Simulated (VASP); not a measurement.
# Si (I4_1/amd) in VASP: electric field gradients with PBE

Aim: the electric field gradients of Si with PBE.

All numbers are computed with VASP 6.6.1; they aren't measurements. Logs are shortened: lines on timing, memory, paths and dates and some standing lists are left out, and cuts for length are marked.

## Step 1: The cell of the first run

It takes space group I4_1/amd (No. 141, tetragonal). The conventional cell has a = 3.899 Å, b = 3.899 Å, c = 5.268 Å, α = 90.00°, β = 90.00°, γ = 90.00°. Within 3.1 Å of Si (site symmetry -4m2) lie 4 Si at 2.35 Å.

## Step 2: Electric field gradients, PBE (z stretched by -3 % at fixed volume)

File INCAR:

```
PREC     = Accurate       # precision mode
ENCUT    = 520            # plane-wave cutoff, eV
EDIFF    = 1E-8           # SCF threshold, eV
ISMEAR   = -1             # smearing method
SIGMA    = 0.08           # smearing width, eV
LREAL    = False          # projectors in reciprocal space
LASPH    = True           # aspherical terms in the spheres
NELM     = 100            # most SCF steps
ALGO     = Normal         # electronic algorithm
ISIF     = 2              # what is computed and relaxed
LWAVE    = False          # write WAVECAR
LCHARG   = False          # write CHGCAR
GGA      = PE             # functional
LEFG     = True         
NBANDS   = 11             # bands
```

File KPOINTS:

```
regular mesh
0
Gamma
  12 12 12
```

File POSCAR:

```
Si
1.0
    0.0000000000      2.7571420509      2.6340059000
    2.7571420509      0.0000000000      2.6340059000
    2.7571420509      2.7571420509      0.0000000000
Si
2
Direct
    0.5000000000      0.5000000000      0.5000000000
    0.7500000000      0.7500000000      0.7500000000
```

Potentials or basis: VASP PAW PBE potentials, release 64 (Si).

Started as:

```console
cat potpaw_PBE.64/Si/POTCAR > POTCAR
mpirun -np 1 vasp_std > vasp.out
```

OUTCAR:

```text
PREC = Accurate
   ENCUT = 520
   EDIFF = 1E-8
   ISMEAR = -1
   LREAL = False
   LASPH = True
   NELM = 100
   ISIF = 2
   GGA = PE

 ion  position               nearest neighbor table
   1  0.500  0.500  0.500-   2 2.35   2 2.35   2 2.35   2 2.35
   2  0.750  0.750  0.750-   1 2.35   1 2.35   1 2.35   1 2.35

  LATTYP: Found a body centered tetragonal cell.
 ALAT       =     3.8991876818
 C/A-ratio  =     1.3510536630

  Lattice vectors:

 A1 = (   0.0000000000,  -2.7571420509,  -2.6340059000)
 A2 = (   0.0000000000,   2.7571420509,  -2.6340059000)
 A3 = (   2.7571420509,   0.0000000000,   2.6340059000)

Analysis of symmetry for initial positions (statically):
=====================================================================
 Subroutine PRICEL returns:
 Original cell was already a primitive cell.

 Routine SETGRP: Setting up the symmetry group for a
 body centered tetragonal supercell.

 Subroutine GETGRP returns: Found 16 space group operations
 (whereof  8 operations were pure point group operations)
 out of a pool of 16 trial point group operations.

The static configuration has the point symmetry D_2d.
 The point group associated with its full space group is D_4h.

Analysis of symmetry for dynamics (positions and initial velocities):
=====================================================================
 Subroutine PRICEL returns:
 Original cell was already a primitive cell.

 Routine SETGRP: Setting up the symmetry group for a
 body centered tetragonal supercell.

 Subroutine GETGRP returns: Found 16 space group operations
 (whereof  8 operations were pure point group operations)
 out of a pool of 16 trial point group operations.

The dynamic configuration has the point symmetry D_2d.
 The point group associated with its full space group is D_4h.

 Subroutine INISYM returns: Found 16 space group operations
 (whereof  8 operations are pure point group operations),
 and found     1 'primitive' translations

----------------------------------------------------------------------------------------

                                     Primitive cell

  volume of cell :      40.0465

  direct lattice vectors                    reciprocal lattice vectors
     0.000000000  2.757142051  2.634005900    -0.181347203  0.181347203  0.189824935
     2.757142051  0.000000000  2.634005900     0.181347203 -0.181347203  0.189824935
     2.757142051  2.757142051  0.000000000     0.181347203  0.181347203 -0.189824935

  length of vectors
     3.813111508  3.813111508  3.899187682     0.319072284  0.319072284  0.319072284

  position of ions in fractional coordinates (direct lattice)
     0.500000000  0.500000000  0.500000000
     0.750000000  0.750000000  0.750000000

  ion indices of the primitive-cell ions
   primitive index   ion index
                 1           1
                 2           2

----------------------------------------------------------------------------------------

 KPOINTS: regular mesh

Automatic generation of k-mesh.
 Grid dimensions read from file:
 generate k-points for:   12   12   12

 Generating k-lattice:

  Cartesian coordinates                     Fractional coordinates (reciprocal lattice)
    -0.015112267  0.015112267  0.015818745     0.083333333  0.000000000  0.000000000
     0.015112267 -0.015112267  0.015818745     0.000000000  0.083333333  0.000000000
     0.015112267  0.015112267 -0.015818745    -0.000000000 -0.000000000  0.083333333

  Length of vectors
     0.026589357  0.026589357  0.026589357

  Shift w.r.t. Gamma in fractional coordinates (k-lattice)
     0.000000000  0.000000000  0.000000000

 Subroutine IBZKPT returns following result:
 ===========================================

 Found    163 irreducible k-points:

 Following reciprocal coordinates:
            Coordinates               Weight
  0.000000  0.000000  0.000000      1.000000
  0.083333  0.000000  0.000000      8.000000
  0.166667  0.000000  0.000000      8.000000
  0.250000 -0.000000  0.000000      8.000000
  0.333333  0.000000  0.000000      8.000000
  0.416667 -0.000000  0.000000      8.000000
[... 16 lines left out ...]
  0.500000  0.166667  0.000000      8.000000
 -0.416667  0.166667  0.000000      8.000000
 [... further k-points ...]
   k-points           NKPTS =    163   k-points in BZ     NKDIM =    163   number of bands    NBANDS=     11
   number of dos      NEDOS =    301   number of ions     NIONS =      2
   total plane-waves  NPLWV =  23520
   dimension x,y,z NGX =    28 NGY =   28 NGZ =   30
   dimension x,y,z NGXF=    56 NGYF=   56 NGZF=   60
   ions per type =               2
   NGX,Y,Z   is equivalent  to a cutoff of  12.21, 12.21, 12.79 a.u.
   NGXF,Y,Z  is equivalent  to a cutoff of  24.42, 24.42, 25.58 a.u.
 SYSTEM =  unknown system
   PREC   = accura    normal or accurate (medium, high low for compatibility)
   ISTART =      0    job   : 0-new  1-cont  2-samecut
   ICHARG =      2    charge: 1-file 2-atom 10-const
   ISPIN  =      1    spin polarized calculation?
   LNONCOLLINEAR =      F non collinear calculations
   LSORBIT =      F    spin-orbit coupling
   LASPH  =      T    aspherical Exc in radial PAW
   ENCUT  =  520.0 eV  38.22 Ry    6.18 a.u.   7.09  7.09  7.25*2*pi/ulx,y,z
   NELM   =    100;   NELMIN=  2; NELMDL= -5     # of ELM steps
   EDIFF  = 0.1E-07   stopping-criterion for ELM
   LREAL  =      F    real-space projection
   EDIFFG = 0.1E-06   stopping-criterion for IOM
   NSW    =      0    number of steps for IOM
   IBRION =     -1    ionic relax: 0-MD 1-quasi-New 2-CG
   NFREE  =      0    steps in history (QN), initial steepest desc. (CG)
   ISIF   =      2    stress and relaxation
   ISYM   =      2    0-nonsym 1-usesym 2-fastsym
   POTIM  = 0.5000    time-step for ionic-motion
   TEBEG  =    0.0;   TEEND  =   0.0 temperature during run
   PSTRESS=    0.0 pullay stress
   NELECT =       8.0000    total number of electrons
   NUPDOWN=      -1.0000    fix difference up-down
   EMIN   =  10.00;   EMAX   =-10.00  energy-range for DOS
   EFERMI =   0.00;   METHOD = LEGACY
   ISMEAR =    -1;   SIGMA  =   0.08  broadening in eV -4-tet -1-fermi 0-gaus
   EFERMI_NEDOS =   21; number of points for ismear=-14 and -15
   IALGO  =     38    algorithm
   IMIX   =      4    mixing-type and parameters
     AMIX     =   0.40;   BMIX     =  1.00
     AMIX_MAG =   1.60;   BMIX_MAG =  1.00
  volume/ion in A,a.u.               =      20.02       135.12
  Fermi-wavevector in a.u.,A,eV,Ry     =   0.957010  1.808487 12.461143  0.915868
  Thomas-Fermi vector in A             =   2.085990
   LORBIT       =      0    0 simple, 1 ext, 2 COOP (PROOUT), +10 PAW based schemes
   GGA     = PE    functional components
   LHFCALC =     F    Hartree Fock is set to
   AEXX    =    0.0000 exact exchange contribution
   IVDW    =     0    specifies the selected vdW correction
   LEPSILON=     F    determine dielectric tensor
   LRPA    =     F    only Hartree local field effects (RPA)
 non-spin polarized calculation
  energy-cutoff  :      520.00
  volume of cell :       40.05
 maximum number of plane-waves:      1098
   NGX = 15   NGY = 15   NGZ = 15

 number of electron       8.0000000 magnetization

 Free energy of the ion-electron system (eV)
  ---------------------------------------------------
  ext. energy  EPLUGINS =         0.00000000
  ---------------------------------------------------
  free energy    TOTEN  =       -10.82906695 eV

  energy without entropy =      -10.82836014  energy(sigma->0) =      -10.82871354

 E-fermi :   6.0607     XC(G=0):  -9.4115

 val. band max:        6.0316129133   @ k =   0.0000   0.0000   0.0000
 cond. band min:       6.1296384947   @ k =   0.4167   0.4167   0.0000
 fundamental gap:      0.0980255814
 Fermi energy:         6.0606674456

 k-point     1 :       0.0000    0.0000    0.0000
  band No.  band energies     occupation
      1      -6.1296      2.00000
      2       5.7263      1.96983
      3       5.7263      1.96983
      4       6.0316      1.17962
      5       8.2896      0.00000
      6       8.4588      0.00000
      7       8.4588      0.00000
      8       9.1730      0.00000
      9      13.1411      0.00000
     10      13.7870      0.00000
     11      13.9292      0.00000
[... 309 lines left out ...]
 k-point    24 :      -0.4167    0.1667    0.0000
  band No.  band energies     occupation
      1      -3.5302      2.00000
      2      -0.8918      2.00000
      3       3.0434      2.00000
      4       4.0117      2.00000
      5       7.7647      0.00000
      6      10.0992      0.00000
      7      10.1224      0.00000
      8      13.4012      0.00000
      9      14.5113      0.00000
     10      14.7101      0.00000
     11      17.2639      0.00000

 [... further k-points ...]

------------------------ aborting loop because EDIFF is reached ----------------------------------------

  FORCE on cell =-STRESS in cart. coord.  units (eV):
  Direction    XX          YY          ZZ          XY          YZ          ZX
  --------------------------------------------------------------------------------------
  -------------------------------------------------------------------------------------
  Total        0.1283103      0.1283103      1.1308697      0.0000000      0.0000000      0.0000000
  in kB        5.1334249      5.1334249     45.2437030      0.0000000      0.0000000      0.0000000
  external PRESSURE =      18.5035176 kB  Pullay stress =       0.0000000 kB

 VOLUME and BASIS-vectors are now :
 -----------------------------------------------------------------------------
  energy-cutoff  :      520.00
  volume of cell :       40.05
      direct lattice vectors                 reciprocal lattice vectors
     0.000000000  2.757142051  2.634005900    -0.181347203  0.181347203  0.189824935
     2.757142051  0.000000000  2.634005900     0.181347203 -0.181347203  0.189824935
     2.757142051  2.757142051  0.000000000     0.181347203  0.181347203 -0.189824935

 POSITION                                       TOTAL-FORCE (eV/Angst)
 -----------------------------------------------------------------------------------
      2.75714      2.75714      2.63401        -0.000000     -0.000000     -0.000000
      4.13571      4.13571      3.95101         0.000000      0.000000      0.000000
 -----------------------------------------------------------------------------------
    total drift:                                0.000000      0.000000     -0.000000

  FREE ENERGIE OF THE ION-ELECTRON SYSTEM (eV)
  ---------------------------------------------------
  free  energy   TOTEN  =       -10.8290669467 eV

  energy  without entropy=      -10.8283601362  energy(sigma->0) =      -10.82871354

 Electric field gradients (V/A^2)
---------------------------------------------------------------------
 ion       V_xx      V_yy      V_zz      V_xy      V_xz      V_yz
---------------------------------------------------------------------
   1      -0.356    -0.356     0.712    -0.000    -0.000    -0.000
   2      -0.356    -0.356     0.712    -0.000    -0.000    -0.000
---------------------------------------------------------------------

 Electric field gradients after diagonalization (V/A^2)
 (convention: |V_zz| > |V_xx| > |V_yy|)
----------------------------------------------------------------------
 ion       V_xx      V_yy      V_zz     asymmetry (V_yy - V_xx)/ V_zz
----------------------------------------------------------------------
   1      -0.356    -0.356     0.712       0.000
   2      -0.356    -0.356     0.712       0.000
----------------------------------------------------------------------

           NMR quadrupolar parameters

 Cq : quadrupolar parameter    Cq=e*Q*V_zz/h
 eta: asymmetry parameters     (V_yy - V_xx)/ V_zz
 Q  : nuclear electric quadrupole moment in mb (millibarn)
----------------------------------------------------------------------
 ion       Cq(MHz)       eta       Q (mb)
----------------------------------------------------------------------
   1       0.002       0.000       1.000
   2       0.002       0.000       1.000
----------------------------------------------------------------------
```

Wall time 44 s (1 thread of AMD EPYC 9R45 (Zen 5), shared host); peak memory 0.16 GiB.

Results:

| Property | Result |
| --- | --- |
| Free energy | -10.8291 eV |
| Pressure | 1.9 GPa |
| Band gap on the k mesh | 0.10 eV (least direct gap 2.26 eV) |
| Largest electric field gradient by atom | Si +0.7 V/Å² |

Levels at points of the mesh, in eV from the valence-band top:
| k point | band 2 | band 3 | band 4 | band 5 | band 6 | band 7 |
| --- | --- | --- | --- | --- | --- | --- |
| (0.00, 0.00, 0.00) | -0.31 | -0.31 | 0.00 | 2.26 | 2.43 | 2.43 |
| (0.50, 0.00, 0.00) | -7.17 | -1.61 | -1.19 | 1.26 | 2.96 | 3.39 |
| (0.50, 0.50, 0.00) | -7.84 | -3.28 | -3.28 | 0.27 | 0.27 | 9.85 |
| (0.50, 0.00, 0.50) | -8.10 | -2.93 | -2.93 | 0.63 | 0.63 | 9.64 |

Electric field gradients, principal values (V/Å²):
| atom | least | middle | greatest (by size) |
| --- | --- | --- | --- |
| 1 Si | -0.356 | -0.356 | 0.712 |
| 2 Si | -0.356 | -0.356 | 0.712 |

Caveat: without QUAD_EFG the Cq values of the log hold for a quadrupole moment of 1 mb, not for the nuclei. A k mesh can miss the band edges.
